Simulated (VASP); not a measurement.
# HfSi3O8 (P-4) in VASP: a series of runs

HfSi3O8 is run at these levels: PBE; tasks: single point.

Program: VASP 6.6.1. These are calculated values, not measurements. Logs are shortened: lines on timing, memory, paths and dates and some standing lists are left out, and cuts for length are marked.

### Step 1. The cell of the first run

Symmetry: P-4, No. 81, tetragonal system. Conventional cell: a = 5.323 Å, b = 5.323 Å, c = 7.937 Å, α = 90.00°, β = 90.00°, γ = 90.00°. Hf (site symmetry -4) has 4 O at 1.93 Å within 2.6 Å. Within 2.2 Å of Si (site symmetry -4) lie 4 O at 1.64 Å. Si (site symmetry 2) has 4 O at 1.62 to 1.64 Å within 2.2 Å. O (site symmetry 1) has 1 Si at 1.62 Å and 1 Hf at 1.93 Å within 2.2 Å. O (site symmetry 1) has 2 Si at 1.64 Å within 2.2 Å.

### Step 2. Single point, PBE

INCAR reads:

```
PREC = Accurate
ENCUT = 520
EDIFF = 1E-6
ISMEAR = 0
SIGMA = 0.02
LREAL = False
LASPH = True
NELM = 100
ALGO = Normal
ISIF = 2
LWAVE = False
LCHARG = False
GGA = PE
NBANDS = 47
```

KPOINTS reads:

```
Automatic mesh
0
Gamma
  4 4 4
```

POSCAR reads:

```
HfSi3O8
1.0
    5.3228272445      0.0000000000      0.0000000000
    0.0000000000      5.3228272445      0.0000000000
    0.0000000000      0.0000000000      7.9365090900
Hf Si O
1 3 8
Direct
    0.5000000000      0.5000000000      0.5000000000
    0.0000000000      0.0000000000      0.0000000000
    0.5000000000      0.0000000000      0.7781413922
    0.0000000000      0.5000000000      0.2218586078
    0.4226919822      0.7687585125      0.6554806510
    0.9303955131      0.2516207265      0.1090817262
    0.7483792735      0.9303955131      0.8909182738
    0.2312414875      0.4226919822      0.3445193490
    0.5773080178      0.2312414875      0.6554806510
    0.0696044869      0.7483792735      0.1090817262
    0.2516207265      0.0696044869      0.8909182738
    0.7687585125      0.5773080178      0.3445193490
```

Potentials or basis: VASP PAW PBE potentials, release 64 (Hf_pv, Si, O).

On the command line:

```bash
cat potpaw_PBE.64/Hf_pv/POTCAR potpaw_PBE.64/Si/POTCAR potpaw_PBE.64/O/POTCAR > POTCAR
mpirun -np 1 vasp_std > vasp.out
```

OUTCAR:

```text
PREC = Accurate
   ENCUT = 520
   EDIFF = 1E-6
   ISMEAR = 0
   LREAL = False
   LASPH = True
   NELM = 100
   ISIF = 2
   GGA = PE

 ion  position               nearest neighbor table
   1  0.500  0.500  0.500-   5 1.93   8 1.93   9 1.93  12 1.93   3 3.46   4 3.46   3 3.46   4 3.46

   2  0.000  0.000  0.000-   6 1.64   7 1.64  10 1.64  11 1.64
   3  0.500  0.000  0.778-   5 1.62   9 1.62   7 1.64  11 1.64   1 3.46   1 3.46
   4  0.000  0.500  0.222-   8 1.62  12 1.62  10 1.64   6 1.64   1 3.46   1 3.46
   5  0.423  0.769  0.655-   3 1.62   1 1.93
   6  0.930  0.252  0.109-   2 1.64   4 1.64
   7  0.748  0.930  0.891-   2 1.64   3 1.64
   8  0.231  0.423  0.345-   4 1.62   1 1.93
   9  0.577  0.231  0.655-   3 1.62   1 1.93
  10  0.070  0.748  0.109-   2 1.64   4 1.64
  11  0.252  0.070  0.891-   2 1.64   3 1.64
  12  0.769  0.577  0.345-   4 1.62   1 1.93

  LATTYP: Found a simple tetragonal cell.
 ALAT       =     5.3228272445
 C/A-ratio  =     1.4910326271

  Lattice vectors:

 A1 = (   5.3228272445,   0.0000000000,   0.0000000000)
 A2 = (   0.0000000000,   5.3228272445,   0.0000000000)
 A3 = (   0.0000000000,   0.0000000000,   7.9365090900)

Analysis of symmetry for initial positions (statically):
=====================================================================
 Subroutine PRICEL returns:
 Original cell was already a primitive cell.

 Routine SETGRP: Setting up the symmetry group for a
 simple tetragonal supercell.

 Subroutine GETGRP returns: Found  4 space group operations
 (whereof  4 operations were pure point group operations)
 out of a pool of 16 trial point group operations.

The static configuration has the point symmetry S_4 .

Analysis of symmetry for dynamics (positions and initial velocities):
=====================================================================
 Subroutine PRICEL returns:
 Original cell was already a primitive cell.

 Routine SETGRP: Setting up the symmetry group for a
 simple tetragonal supercell.

 Subroutine GETGRP returns: Found  4 space group operations
 (whereof  4 operations were pure point group operations)
 out of a pool of 16 trial point group operations.

The dynamic configuration has the point symmetry S_4 .

 Subroutine INISYM returns: Found  4 space group operations
 (whereof  4 operations are pure point group operations),
 and found     1 'primitive' translations

----------------------------------------------------------------------------------------

                                     Primitive cell

  volume of cell :     224.8611

  direct lattice vectors                    reciprocal lattice vectors
     5.322827244  0.000000000  0.000000000     0.187870084  0.000000000  0.000000000
     0.000000000  5.322827244  0.000000000     0.000000000  0.187870084  0.000000000
     0.000000000  0.000000000  7.936509090     0.000000000  0.000000000  0.125999982

  length of vectors
     5.322827244  5.322827244  7.936509090     0.187870084  0.187870084  0.125999982

  position of ions in fractional coordinates (direct lattice)
     0.500000000  0.500000000  0.500000000
     0.000000000  0.000000000  0.000000000
     0.500000000  0.000000000  0.778141392
     0.000000000  0.500000000  0.221858608
     0.422691982  0.768758512  0.655480651
     0.930395513  0.251620727  0.109081726
     0.748379273  0.930395513  0.890918274
     0.231241488  0.422691982  0.344519349
     0.577308018  0.231241488  0.655480651
     0.069604487  0.748379273  0.109081726
     0.251620727  0.069604487  0.890918274
     0.768758512  0.577308018  0.344519349

  ion indices of the primitive-cell ions
   primitive index   ion index
                 1           1
                 2           2
                 3           3
                 4           4
                 5           5
                 6           6
                 7           7
                 8           8
                 9           9
                10          10
                11          11
                12          12

----------------------------------------------------------------------------------------

 KPOINTS: Automatic mesh

Automatic generation of k-mesh.
 Grid dimensions read from file:
 generate k-points for:    4    4    4

 Generating k-lattice:

  Cartesian coordinates                     Fractional coordinates (reciprocal lattice)
     0.046967521  0.000000000  0.000000000     0.250000000  0.000000000  0.000000000
     0.000000000  0.046967521  0.000000000     0.000000000  0.250000000  0.000000000
     0.000000000  0.000000000  0.031499995     0.000000000  0.000000000  0.250000000

  Length of vectors
     0.046967521  0.046967521  0.031499995

  Shift w.r.t. Gamma in fractional coordinates (k-lattice)
     0.000000000  0.000000000  0.000000000

 Subroutine IBZKPT returns following result:
 ===========================================

 Found     18 irreducible k-points:

 Following reciprocal coordinates:
            Coordinates               Weight
  0.000000  0.000000  0.000000      1.000000
  0.250000  0.000000  0.000000      4.000000
  0.500000  0.000000  0.000000      2.000000
  0.250000  0.250000  0.000000      4.000000
  0.500000  0.250000  0.000000      4.000000
  0.500000  0.500000  0.000000      1.000000
[... 10 lines left out ...]
  0.500000  0.250000  0.500000      4.000000
  0.500000  0.500000  0.500000      1.000000
   k-points           NKPTS =     18   k-points in BZ     NKDIM =     18   number of bands    NBANDS=     47
   number of dos      NEDOS =    301   number of ions     NIONS =     12
   total plane-waves  NPLWV =  96000
   dimension x,y,z NGX =    40 NGY =   40 NGZ =   60
   dimension x,y,z NGXF=    80 NGYF=   80 NGZF=  120
   ions per type =               1   3   8
   NGX,Y,Z   is equivalent  to a cutoff of  12.49, 12.49, 12.57 a.u.
   NGXF,Y,Z  is equivalent  to a cutoff of  24.99, 24.99, 25.14 a.u.
 SYSTEM =  unknown system
   PREC   = accura    normal or accurate (medium, high low for compatibility)
   ISTART =      0    job   : 0-new  1-cont  2-samecut
   ICHARG =      2    charge: 1-file 2-atom 10-const
   ISPIN  =      1    spin polarized calculation?
   LNONCOLLINEAR =      F non collinear calculations
   LSORBIT =      F    spin-orbit coupling
   LASPH  =      T    aspherical Exc in radial PAW
   ENCUT  =  520.0 eV  38.22 Ry    6.18 a.u.   9.90  9.90 14.76*2*pi/ulx,y,z
   NELM   =    100;   NELMIN=  2; NELMDL= -5     # of ELM steps
   EDIFF  = 0.1E-05   stopping-criterion for ELM
   LREAL  =      F    real-space projection
   EDIFFG = 0.1E-04   stopping-criterion for IOM
   NSW    =      0    number of steps for IOM
   IBRION =     -1    ionic relax: 0-MD 1-quasi-New 2-CG
   NFREE  =      0    steps in history (QN), initial steepest desc. (CG)
   ISIF   =      2    stress and relaxation
   ISYM   =      2    0-nonsym 1-usesym 2-fastsym
   POTIM  = 0.5000    time-step for ionic-motion
   TEBEG  =    0.0;   TEEND  =   0.0 temperature during run
   PSTRESS=    0.0 pullay stress
   NELECT =      70.0000    total number of electrons
   NUPDOWN=      -1.0000    fix difference up-down
   EMIN   =  10.00;   EMAX   =-10.00  energy-range for DOS
   EFERMI =   0.00;   METHOD = LEGACY
   ISMEAR =     0;   SIGMA  =   0.02  broadening in eV -4-tet -1-fermi 0-gaus
   EFERMI_NEDOS =   21; number of points for ismear=-14 and -15
   IALGO  =     38    algorithm
   IMIX   =      4    mixing-type and parameters
     AMIX     =   0.40;   BMIX     =  1.00
     AMIX_MAG =   1.60;   BMIX_MAG =  1.00
  volume/ion in A,a.u.               =      18.74       126.45
  Fermi-wavevector in a.u.,A,eV,Ry     =   1.109522  2.096693 16.749317  1.231040
  Thomas-Fermi vector in A             =   2.246063
   LORBIT       =      0    0 simple, 1 ext, 2 COOP (PROOUT), +10 PAW based schemes
   GGA     = PE    functional components
   LHFCALC =     F    Hartree Fock is set to
   AEXX    =    0.0000 exact exchange contribution
   IVDW    =     0    specifies the selected vdW correction
   LEPSILON=     F    determine dielectric tensor
   LRPA    =     F    only Hartree local field effects (RPA)
 non-spin polarized calculation
 Gauss-broadening in eV      SIGMA  =   0.02
  energy-cutoff  :      520.00
  volume of cell :      224.86
 maximum number of plane-waves:      6088
 NGX is ok and might be reduce to    40
   NGX = 19   NGY = 19   NGZ = 29

 number of electron      70.0000006 magnetization

 Free energy of the ion-electron system (eV)
  ---------------------------------------------------
  ext. energy  EPLUGINS =         0.00000000
  ---------------------------------------------------
  free energy    TOTEN  =      -100.74118727 eV

  energy without entropy =     -100.74118727  energy(sigma->0) =     -100.74118727

 E-fermi :  -1.2328     XC(G=0):  -7.4217

 val. band max:       -1.4086459433   @ k =   0.0000   0.0000   0.0000
 cond. band min:       3.4966777979   @ k =   0.0000   0.0000   0.0000
 fundamental gap:      4.9053237412
 Fermi energy:        -1.2327932877

 k-point     1 :       0.0000    0.0000    0.0000
  band No.  band energies     occupation
      1     -30.1459      2.00000
      2     -30.1459      2.00000
      3     -30.0995      2.00000
      4     -20.2871      2.00000
      5     -19.4057      2.00000
      6     -18.7216      2.00000
[... 39 lines left out ...]
     46       8.5360      0.00000
     47       8.6318      0.00000

 k-point     2 :       0.2500    0.0000    0.0000
  band No.  band energies     occupation
      1     -30.1472      2.00000
      2     -30.1458      2.00000
      3     -30.0990      2.00000
      4     -20.2047      2.00000
      5     -19.4518      2.00000
      6     -18.8969      2.00000
[... 39 lines left out ...]
     46       8.3616      0.00000
     47       8.6003      0.00000

 k-point     3 :       0.5000    0.0000    0.0000
  band No.  band energies     occupation
      1     -30.1486      2.00000
      2     -30.1458      2.00000
      3     -30.0985      2.00000
      4     -20.0937      2.00000
      5     -19.5443      2.00000
      6     -18.9768      2.00000
[... 39 lines left out ...]
     46       8.0553      0.00000
     47       8.3954      0.00000

 k-point     4 :       0.2500    0.2500    0.0000
  band No.  band energies     occupation
      1     -30.1472      2.00000
      2     -30.1472      2.00000
      3     -30.0985      2.00000
      4     -20.1129      2.00000
      5     -19.4621      2.00000
      6     -19.0896      2.00000
[... 639 lines left out ...]
     46       8.2312      0.00000
     47       8.4725      0.00000

 k-point    17 :       0.5000    0.2500    0.5000
  band No.  band energies     occupation
      1     -30.1485      2.00000
      2     -30.1472      2.00000
      3     -30.0980      2.00000
      4     -19.9808      2.00000
      5     -19.5271      2.00000
      6     -19.2157      2.00000
[... 39 lines left out ...]
     46       8.2330      0.00000
     47       8.4598      0.00000

 k-point    18 :       0.5000    0.5000    0.5000
  band No.  band energies     occupation
      1     -30.1485      2.00000
      2     -30.1485      2.00000
      3     -30.0976      2.00000
      4     -19.7653      2.00000
      5     -19.5113      2.00000
      6     -19.5113      2.00000
[... 39 lines left out ...]
     46       7.8454      0.00000
     47       8.1008      0.00000

------------------------ aborting loop because EDIFF is reached ----------------------------------------

  FORCE on cell =-STRESS in cart. coord.  units (eV):
  Direction    XX          YY          ZZ          XY          YZ          ZX
  --------------------------------------------------------------------------------------
  -------------------------------------------------------------------------------------
  Total       -0.2684210     -0.2684210     -0.3785846     -0.0000008      0.0000000      0.0000000
  in kB       -1.9125503     -1.9125503     -2.6974866     -0.0000058      0.0000000      0.0000000
  external PRESSURE =      -2.1741957 kB  Pullay stress =       0.0000000 kB

 VOLUME and BASIS-vectors are now :
 -----------------------------------------------------------------------------
  energy-cutoff  :      520.00
  volume of cell :      224.86
      direct lattice vectors                 reciprocal lattice vectors
     5.322827244  0.000000000  0.000000000     0.187870084  0.000000000  0.000000000
     0.000000000  5.322827244  0.000000000     0.000000000  0.187870084  0.000000000
     0.000000000  0.000000000  7.936509090     0.000000000  0.000000000  0.125999982

 POSITION                                       TOTAL-FORCE (eV/Angst)
 -----------------------------------------------------------------------------------
      2.66141      2.66141      3.96825         0.000000      0.000000      0.000000
      0.00000      0.00000      0.00000         0.000000      0.000000      0.000000
      2.66141      0.00000      6.17573         0.000000      0.000000      0.030852
      0.00000      2.66141      1.76078         0.000000      0.000000     -0.030852
      2.24992      4.09197      5.20223         0.028816     -0.147896     -0.121316
      4.95233      1.33933      0.86573         0.007677      0.005396      0.002526
      3.98349      4.95233      7.07078        -0.005396      0.007677     -0.002526
      1.23086      2.24992      2.73428         0.147896      0.028816      0.121316
      3.07291      1.23086      5.20223        -0.028816      0.147896     -0.121316
      0.37049      3.98349      0.86573        -0.007677     -0.005396      0.002526
      1.33933      0.37049      7.07078         0.005396     -0.007677     -0.002526
      4.09197      3.07291      2.73428        -0.147896     -0.028816      0.121316
 -----------------------------------------------------------------------------------
    total drift:                               -0.000000     -0.000000     -0.000000

  FREE ENERGIE OF THE ION-ELECTRON SYSTEM (eV)
  ---------------------------------------------------
  free  energy   TOTEN  =      -100.7411872725 eV

  energy  without entropy=     -100.7411872725  energy(sigma->0) =     -100.74118727
```

Run time: 3.3 min. Hardware: 1 thread of Intel Xeon 6975P-C, shared host; peak memory 0.39 GiB.

What came out:

| Quantity | Value |
| --- | --- |
| Free energy | -100.7412 eV |
| Pressure | -0.2 GPa |
| Largest force | 0.193 eV/Å |
| Band gap on the k mesh | 4.91 eV, direct |

Forces in eV/Å, atoms in the order of the input:
```
Hf   0.000  0.000  0.000
Si   0.000  0.000  0.000
Si   0.000  0.000  0.031
Si   0.000  0.000 -0.031
O    0.029 -0.148 -0.121
O    0.008  0.005  0.003
O   -0.005  0.008 -0.003
O    0.148  0.029  0.121
O   -0.029  0.148 -0.121
O   -0.008 -0.005  0.003
O    0.005 -0.008 -0.003
O   -0.148 -0.029  0.121
```

Stress tensor (GPa, compression positive):
```
-0.19  0.00  0.00
 0.00 -0.19  0.00
 0.00  0.00 -0.27
```

Caveat: spin-orbit coupling is left out, which moves the levels of the heavy elements. A k mesh can miss the band edges.

(Part 1 of 2 ends here.)
